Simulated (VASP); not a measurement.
BeS2:

```xyz
3
Lattice="2.9142 0.0000 0.0000 0.0000 2.9142 0.0000 0.0000 0.0000 6.0127" Properties=species:S:1:pos:R:3 pbc="T T T"
Be    0.0000    0.0000    0.0000
S     1.4571    1.4571    1.7738
S     1.4571    1.4571    4.2390
```

The cell was generated, and may not be a known phase.

```yaml
Program: VASP 6.6.1
Task: relaxation of cell and atoms
Functional: PBE
Potentials_or_basis: VASP PAW PBE potentials, release 64 (Be, S)
Cutoff: 600 eV
k_mesh: 6 × 6 × 4
Occupations: gaussian, width 0.1 eV
Spin: no spin polarisation
```

At the start: pressure -7.3 GPa; volume 17.02 Å³/atom.

Q: How do energy, volume and symmetry change on relaxing?

A: Over 19 steps the energy falls by 516.8 meV/atom and the volume is 15.46 Å³/atom (-9.2 %); space group P4/mmm (No. 123, to 0.1 Å) before and after.

The path:
| step | energy change (eV) | largest force (eV/Å) | pressure (GPa) | volume (Å³) |
| --- | --- | --- | --- | --- |
| 1 | 0.0000 | 2.1775 | -7.29 | 51.06 |
| 2 | -0.6175 | 1.9751 | 0.42 | 45.53 |
| 3 | -0.7772 | 1.0446 | 12.78 | 40.74 |
| 4 | -1.0895 | 0.1132 | 10.84 | 42.12 |
| 5 | -0.9896 | 2.9738 | 15.19 | 44.33 |
| 6 | -1.1832 | 0.3282 | 11.19 | 42.77 |
| 7 | -1.1716 | 1.2790 | 11.58 | 43.66 |
| 8 | -1.1950 | 0.9844 | 11.58 | 43.25 |
| 9 | -1.4235 | 0.5178 | -1.60 | 49.78 |
| 10 | -1.4259 | 0.5605 | -0.64 | 49.09 |
| 11 | -1.4605 | 0.5464 | -0.79 | 48.62 |
| 12 | -1.5382 | 0.1671 | -0.75 | 47.20 |
| 13 | -1.3668 | 1.1838 | 4.73 | 44.34 |
| 14 | -1.5450 | 0.1736 | -0.27 | 46.82 |
| 15 | -1.5485 | 0.0661 | 0.48 | 46.07 |
| 16 | -1.5503 | 0.0444 | 0.12 | 46.38 |
| 17 | -1.5503 | 0.0261 | 0.18 | 46.33 |
| 18 | -1.5501 | 0.0525 | -0.28 | 46.51 |
| 19 | -1.5504 | 0.0001 | 0.02 | 46.39 |

Final structure:
```
CELL_PARAMETERS angstrom
3.08142 0.00000 0.00000
0.00000 3.08142 0.00000
0.00000 0.00000 4.88554
ATOMIC_POSITIONS crystal
Be 0.00000 0.00000 0.00000
S 0.50000 0.50000 0.24593
S 0.50000 0.50000 0.75407
```

Caveat: a cell axis changed by over 15 % at a fixed basis, so the end point is rough.
